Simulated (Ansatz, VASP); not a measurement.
**GaC3: VASP beside Ansatz**

```
Ga C
1.0
     3.36262    0.00000    0.00000
     0.00000    3.36262    0.00000
     0.00000    0.00000    3.36262
Ga C
1 3
Direct
  0.00000 0.00000 0.00000
  0.00000 0.50000 0.50000
  0.50000 0.00000 0.50000
  0.50000 0.50000 0.00000
```

Alike in both runs: task single point; functional PBEsol; k mesh 7 × 7 × 7; occupations fermi-dirac, width 0.05 eV; no spin polarisation.

```csv
,VASP,Ansatz
version,VASP 6.6.1,Ansatz 0.2.0
potentials or method,"VASP PAW PBE potentials, release 64 (Ga_d, C), cutoff 520 eV","plane waves, PAW"
valence electrons in the cell,25,25
```

```tsv
	VASP	Ansatz	Ansatz less VASP
pressure (GPa)	-9.5	-9.7	-0.25
```

VASP's potentials were made for PBE, not for PBEsol.
